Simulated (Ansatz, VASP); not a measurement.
# One calculation of Cs, two programs

INCAR

```
PREC = Accurate ; ENCUT = 520
EDIFF = 1E-8 ; ISMEAR = -1
SIGMA = 0.03 ; LREAL = False
LASPH = True ; NELM = 60
ALGO = Normal ; ISIF = 2
LWAVE = False ; LCHARG = False
LEFG = True ; NBANDS = 16
```

The input KPOINTS:

```
regular mesh
0
Gamma
  9 9 9
```

POSCAR

```
Cs
1.0
   -2.6039344366      2.6039344366      9.7842727390
    2.6039344366     -2.6039344366      9.7842727390
    2.6039344366      2.6039344366     -9.7842727390
Cs
2
Direct
    0.2500000000      0.7500000000      0.5000000000
    0.5000000000      0.5000000000      0.0000000000
```

Input for Ansatz:

```yaml
crystal:
  lattice:
    - [-2.6039344366, 2.6039344366, 9.784272739]
    - [2.6039344366, -2.6039344366, 9.784272739]
    - [2.6039344366, 2.6039344366, -9.784272739]
  atoms:
    - { symbol: Cs, position: [0.25, 0.75, 0.5] }
    - { symbol: Cs, position: [0.5, 0.5, 0.0] }
kpoints:
  mp_grid: { grid: [9, 9, 9] }
scf:
  occupations: { method: fermi_dirac, width: 0.03 }
hamiltonian:
  xc: lda
  pseudopotentials: { kind: all_electron, datasets: crystal }
output:
  forces: true
  stress: true
  eigenvalues: true
  efg: { contact_densities: true }
```

Change from the starting cell: volume scaled by 1.06, crystal datasets.

Alike in both runs: task electric field gradients; functional LDA; k mesh 9 × 9 × 9; occupations fermi-dirac, width 0.03 eV; no spin polarisation.

|  | VASP | Ansatz |
| --- | --- | --- |
| version | VASP 6.6.1 | Ansatz 0.2.0 |
| potentials or method | VASP PAW LDA potentials, release 64 (Cs_sv), cutoff 520 eV | all-electron PAW with datasets made for the crystal, scalar-relativistic |

VASP gave:

| Quantity | Value |
| --- | --- |
| pressure (GPa) | -0.4 |
| traceless stress, the component that is largest in VASP (GPa) | -0.08 |
| size of Vzz on the site where it differs most (V/Å²) | 4.4 |

**Question.** What did Ansatz give for the same quantities?

**Answer.** Pressure (GPa): -0.4; traceless stress, the component that is largest in VASP (GPa): -0.08; size of Vzz on the site where it differs most (V/Å²): 4.6.

LDA's correlation is that of Perdew and Zunger in VASP and of Perdew and Wang (1992) in Ansatz. Ansatz ran all-electron here, and VASP with PAW potentials.

Neither program's run includes spin-orbit coupling.
